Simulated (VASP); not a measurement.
Runs of VASP 6.6.1 on CaB6. The structure is that of space group Pm-3m (No. 221), or close to it. The cells are those of the table. 

| level | cell | k mesh | grid for exact exchange (PRECFOCK) | share of exact exchange | screening parameter | gap on the mesh (eV) | pressure (GPa) | largest force (eV/Å) |
| --- | --- | --- | --- | --- | --- | --- | --- | --- |
| PBE | a = 4.105 Å, 7 atoms | 6 × 6 × 6 | - | - | - | 0.11 | (b) | 0.17 |
| r2SCAN | a = 4.136 Å, 7 atoms | 6 × 6 × 6 | - | - | - | 0.07 | 0.3 | 0.02 |
| PBE | a = 4.062 Å, 7 atoms | 6 × 6 × 6 | - | - | - | 0.12 | 10.9 | 0.34 |
| HSE06 | a = 4.136 Å, 7 atoms | 4 × 4 × 4 | Fast | 0.25 | 0.2079 1/Å | (a) | -0.1 | 0.26 |
| PBE | a = 4.228 Å, 7 atoms | 6 × 6 × 6 | - | - | - | 0.06 | -8.0 | 0.27 |
| r2SCAN | a = 4.052 Å, 7 atoms | 6 × 6 × 6 | - | - | - | 0.12 | 11.4 | 0.38 |
| PBE | a = 4.188 Å, 7 atoms | 6 × 6 × 6 | - | - | - | 0.10 | (c) | 0.13 |
| PBE | a = 4.147 Å, 7 atoms | 6 × 6 × 6 | - | - | - | 0.11 | 0.2 | 0.01 |

Alike in all rows: task single point; potentials or basis VASP PAW PBE potentials, release 64 (Ca_sv, B); no spin polarisation; cutoff (eV) 520; smearing fermi-dirac 0.02 eV.

Q: Estimate the missing entries.

A: (a) 0.36; (b) 5.2; (c) -4.2.

Caveats: the cell stands under pressure (at least some runs); the PAW data sets were made with another functional, which shifts forces and pressure a little (at least some runs); the cell stands under tension (at least some runs).

A k mesh can miss the band edges.
